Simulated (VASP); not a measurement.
# SnO2 (R-3m) in VASP: further runs

SnO2 is run at these levels: LDA; tasks: single point.

Program: VASP 6.6.1. These are calculated values, not measurements. Logs are shortened: lines on timing, memory, paths and dates and some standing lists are left out, and cuts for length are marked.

### Step 1. The cell of the first run

The structure is trigonal, space group R-3m (No. 166). Conventional cell: a = 3.234 Å, b = 3.234 Å, c = 14.186 Å, α = 90.00°, β = 90.00°, γ = 120.00°. Within 2.8 Å of Sn (site symmetry -3m) lie 6 O at 2.12 Å. O (site symmetry 3m) has 3 Sn at 2.12 Å and 3 O at 2.74 Å within 2.8 Å.

### Step 2. Single point, LDA (strain -0.0150 x Voigt [0, 0, 1, 0, 0, 0])

The input, INCAR:

```
PREC = Accurate ; ENCUT = 520
EDIFF = 1E-6 ; ISMEAR = 0
SIGMA = 0.05 ; LREAL = F
LASPH = T ; NELM = 100
ALGO = Normal ; ISIF = 2
LWAVE = F ; LCHARG = T
LELF = T ; LVHAR = T
NBANDS = 20
```

The input, KPOINTS:

```
Automatic mesh
0
Gamma
  12 12 12
```

The input, POSCAR:

```
SnO2
1.0
    1.6170930752      0.9336291223      4.7285836952
   -1.6170930752      0.9336291223      4.7285836952
    0.0000000000     -1.8672582446      4.7285836952
Sn O
1 2
Direct
    0.5000000000      0.5000000000      0.5000000000
    0.2371700000      0.2371700000      0.2371700000
    0.7628300000      0.7628300000      0.7628300000
```

Potentials or basis: VASP PAW LDA potentials, release 64 (Sn_d, O).

On the command line:

```sh
$ cat potpaw_LDA.64/Sn_d/POTCAR potpaw_LDA.64/O/POTCAR > POTCAR
$ mpirun -np 1 vasp_std > vasp.out
```

OUTCAR:

```text
PREC = Accurate
   ENCUT = 520
   EDIFF = 1E-6
   ISMEAR = 0
   LREAL = F
   LASPH = T
   NELM = 100
   ISIF = 2

 ion  position               nearest neighbor table
   1  0.500  0.500  0.500-   2 2.12   2 2.12   3 2.12   3 2.12   2 2.12   3 2.12
   2  0.237  0.237  0.237-   1 2.12   1 2.12   1 2.12
   3  0.763  0.763  0.763-   1 2.12   1 2.12   1 2.12

  LATTYP: Found a trigonal (rhomboedric) cell.
 ALAT       =     5.0839115958
 COS(alpha) =     0.7976496078

  Lattice vectors:

 A1 = (   1.6170930752,   0.9336291223,   4.7285836952)
 A2 = (  -1.6170930752,   0.9336291223,   4.7285836952)
 A3 = (   0.0000000000,  -1.8672582446,   4.7285836952)

Analysis of symmetry for initial positions (statically):
=====================================================================
 Subroutine PRICEL returns:
 Original cell was already a primitive cell.

 Routine SETGRP: Setting up the symmetry group for a
 trigonal (rhombohedral) supercell.

 Subroutine GETGRP returns: Found 12 space group operations
 (whereof 12 operations were pure point group operations)
 out of a pool of 12 trial point group operations.

The static configuration has the point symmetry D_3d.

Analysis of symmetry for dynamics (positions and initial velocities):
=====================================================================
 Subroutine PRICEL returns:
 Original cell was already a primitive cell.

 Routine SETGRP: Setting up the symmetry group for a
 trigonal (rhombohedral) supercell.

 Subroutine GETGRP returns: Found 12 space group operations
 (whereof 12 operations were pure point group operations)
 out of a pool of 12 trial point group operations.

The dynamic configuration has the point symmetry D_3d.

 Subroutine INISYM returns: Found 12 space group operations
 (whereof 12 operations are pure point group operations),
 and found     1 'primitive' translations

----------------------------------------------------------------------------------------

                                     Primitive cell

  volume of cell :      42.8343

  direct lattice vectors                    reciprocal lattice vectors
     1.617093075  0.933629122  4.728583695     0.309196797  0.178514854  0.070493271
    -1.617093075  0.933629122  4.728583695    -0.309196797  0.178514854  0.070493271
[... 84 lines left out ...]
   LASPH  =      T    aspherical Exc in radial PAW
   ENCUT  =  520.0 eV  38.22 Ry    6.18 a.u.   9.45  9.45  9.45*2*pi/ulx,y,z
   NELM   =    100;   NELMIN=  2; NELMDL= -5     # of ELM steps
   EDIFF  = 0.1E-05   stopping-criterion for ELM
   LREAL  =      F    real-space projection
   EDIFFG = 0.1E-04   stopping-criterion for IOM
   NSW    =      0    number of steps for IOM
   IBRION =     -1    ionic relax: 0-MD 1-quasi-New 2-CG
   NFREE  =      0    steps in history (QN), initial steepest desc. (CG)
   ISIF   =      2    stress and relaxation
   ISYM   =      2    0-nonsym 1-usesym 2-fastsym
   POTIM  = 0.5000    time-step for ionic-motion
   TEBEG  =    0.0;   TEEND  =   0.0 temperature during run
   PSTRESS=    0.0 pullay stress
   NELECT =      26.0000    total number of electrons
   NUPDOWN=      -1.0000    fix difference up-down
   EMIN   =  10.00;   EMAX   =-10.00  energy-range for DOS
   EFERMI =   0.00;   METHOD = LEGACY
   ISMEAR =     0;   SIGMA  =   0.05  broadening in eV -4-tet -1-fermi 0-gaus
   EFERMI_NEDOS =   21; number of points for ismear=-14 and -15
   IALGO  =     38    algorithm
   IMIX   =      4    mixing-type and parameters
     AMIX     =   0.40;   BMIX     =  1.00
     AMIX_MAG =   1.60;   BMIX_MAG =  1.00
  volume/ion in A,a.u.               =      14.28        96.35
  Fermi-wavevector in a.u.,A,eV,Ry     =   1.386124  2.619394 26.141408  1.921339
  Thomas-Fermi vector in A             =   2.510469
   LORBIT       =      0    0 simple, 1 ext, 2 COOP (PROOUT), +10 PAW based schemes
   GGA     = CA    functional components
   LHFCALC =     F    Hartree Fock is set to
   AEXX    =    0.0000 exact exchange contribution
   IVDW    =     0    specifies the selected vdW correction
   LEPSILON=     F    determine dielectric tensor
   LRPA    =     F    only Hartree local field effects (RPA)
 non-spin polarized calculation
 Gauss-broadening in eV      SIGMA  =   0.05
  energy-cutoff  :      520.00
  volume of cell :       42.83
 maximum number of plane-waves:      1172
 NGX is ok and might be reduce to    40
   NGX = 19   NGY = 19   NGZ = 19

 number of electron      26.0000005 magnetization

 Free energy of the ion-electron system (eV)
  ---------------------------------------------------
  ext. energy  EPLUGINS =         0.00000000
  ---------------------------------------------------
  free energy    TOTEN  =       -20.46266666 eV

  energy without entropy =      -20.46266666  energy(sigma->0) =      -20.46266666

 E-fermi :   3.4816     XC(G=0): -10.6497

 val. band max:        3.1816552857   @ k =  -0.1667   0.1667   0.0000
 cond. band min:       4.9452672993   @ k =   0.0000   0.0000   0.0000
 fundamental gap:      1.7636120136
 Fermi energy:         3.4816146360

 k-point     1 :       0.0000    0.0000    0.0000
  band No.  band energies     occupation
      1     -16.7441      2.00000
      2     -16.5340      2.00000
      3     -16.5340      2.00000
      4     -16.3316      2.00000
      5     -16.3316      2.00000
      6     -14.6057      2.00000
[... 541 lines left out ...]
     19      16.1629      0.00000
     20      17.1478      0.00000

 [... further k-points ...]

------------------------ aborting loop because EDIFF is reached ----------------------------------------

  FORCE on cell =-STRESS in cart. coord.  units (eV):
  Direction    XX          YY          ZZ          XY          YZ          ZX
  --------------------------------------------------------------------------------------
  -------------------------------------------------------------------------------------
  Total       -2.1778197     -2.1778197     -1.5611292      0.0000000     -0.0000000      0.0000000
  in kB      -81.4593192    -81.4593192    -58.3925842      0.0000000     -0.0000000      0.0000000
  external PRESSURE =     -73.7704075 kB  Pullay stress =       0.0000000 kB

 VOLUME and BASIS-vectors are now :
 -----------------------------------------------------------------------------
  energy-cutoff  :      520.00
  volume of cell :       42.83
      direct lattice vectors                 reciprocal lattice vectors
     1.617093075  0.933629122  4.728583695     0.309196797  0.178514854  0.070493271
    -1.617093075  0.933629122  4.728583695    -0.309196797  0.178514854  0.070493271
     0.000000000 -1.867258245  4.728583695     0.000000000 -0.357029708  0.070493271

 POSITION                                       TOTAL-FORCE (eV/Angst)
 -----------------------------------------------------------------------------------
      0.00000      0.00000      7.09288        -0.000000      0.000000      0.000000
      0.00000      0.00000      3.36443         0.000000     -0.000000     -0.424089
      0.00000      0.00000     10.82132         0.000000     -0.000000      0.424089
 -----------------------------------------------------------------------------------
    total drift:                                0.000000      0.000000      0.000000

  FREE ENERGIE OF THE ION-ELECTRON SYSTEM (eV)
  ---------------------------------------------------
  free  energy   TOTEN  =       -20.4626666584 eV

  energy  without entropy=      -20.4626666584  energy(sigma->0) =      -20.46266666
```

OSZICAR:

```text
N       E                     dE             d eps       ncg     rms          rms(c)
DAV:   1     0.254795284673E+03    0.25480E+03   -0.13944E+04  7948   0.190E+03
DAV:   2     0.548213302396E+01   -0.24931E+03   -0.23632E+03  8220   0.493E+02
DAV:   3    -0.225378685919E+02   -0.28020E+02   -0.27743E+02  8880   0.141E+02
DAV:   4    -0.233492236140E+02   -0.81136E+00   -0.81050E+00  8352   0.257E+01
DAV:   5    -0.233658377218E+02   -0.16614E-01   -0.16614E-01  9196   0.391E+00    0.104E+01
DAV:   6    -0.205669694414E+02    0.27989E+01   -0.11066E+01 11748   0.574E+01    0.451E+00
DAV:   7    -0.205114691197E+02    0.55500E-01   -0.63492E-01  7808   0.671E+00    0.206E+00
DAV:   8    -0.204667266631E+02    0.44742E-01   -0.83467E-02  8220   0.276E+00    0.445E-01
DAV:   9    -0.204625075387E+02    0.42191E-02   -0.94437E-03 10936   0.133E+00    0.827E-02
DAV:  10    -0.204626600414E+02   -0.15250E-03   -0.13397E-03  8012   0.298E-01    0.368E-02
DAV:  11    -0.204626671745E+02   -0.71331E-05   -0.32655E-05 11536   0.635E-02    0.214E-02
DAV:  12    -0.204626666584E+02    0.51605E-06   -0.46799E-06  7740   0.187E-02
   1 F= -.20462667E+02 E0= -.20462667E+02  d E =-.479810E-19
```

stdout:

```text
POSCAR found type information on POSCAR SnO
 POSCAR found :  2 types and       3 ions
 scaLAPACK will be used
 LDA part: xc-table for (Slater(with rela. corr.)+CA(PZ))
 , standard interpolation
 POSCAR, INCAR and KPOINTS ok, starting setup
 FFT: planning ... GRIDC
 FFT: planning ... GRID_SOFT
 FFT: planning ... GRID
 WAVECAR not read
 entering main loop
```

Wall time 5.3 min (1 thread of Intel Xeon Platinum 8259CL at 2.50GHz (Skylake/Cascade Lake), shared host); peak memory 0.3 GiB.

Results:

| Property | Result |
| --- | --- |
| Free energy | -20.4627 eV |
| Pressure | -7.4 GPa |
| Largest force | 0.424 eV/Å |
| Band gap on the k mesh | 1.76 eV (least direct gap 1.89 eV) |

Forces on the atoms (eV/Å):
```
Sn   0.000  0.000  0.000
O    0.000  0.000 -0.424
O    0.000  0.000  0.424
```

Stress tensor (GPa, compression positive):
```
-8.15  0.00  0.00
 0.00 -8.15  0.00
 0.00  0.00 -5.84
```

Levels at points of the mesh, in eV from the valence-band top:
| k point | band 10 | band 11 | band 12 | band 13 | band 14 | band 15 | band 16 | band 17 |
| --- | --- | --- | --- | --- | --- | --- | --- | --- |
| (0.00, 0.00, 0.00) | -1.34 | -0.95 | -0.95 | -0.13 | 1.76 | 5.51 | 10.74 | 10.74 |
| (0.50, 0.00, 0.00) | -3.07 | -1.49 | -0.63 | -0.61 | 5.22 | 7.57 | 9.74 | 12.18 |
| (0.50, 0.50, 0.00) | -3.18 | -1.12 | -0.47 | -0.02 | 4.91 | 6.71 | 10.54 | 10.91 |
| (0.50, 0.50, 0.50) | -1.42 | -1.40 | -0.90 | -0.90 | 3.11 | 5.50 | 10.94 | 10.94 |

Caveat: the cell differs from its parent crystal (strain -0.0150 x Voigt [0, 0, 1, 0, 0, 0]); the cell stands under tension; spin-orbit coupling is left out, which moves the levels of the heavy elements. A k mesh can miss the band edges.

(Continued in part 2 of 2.)
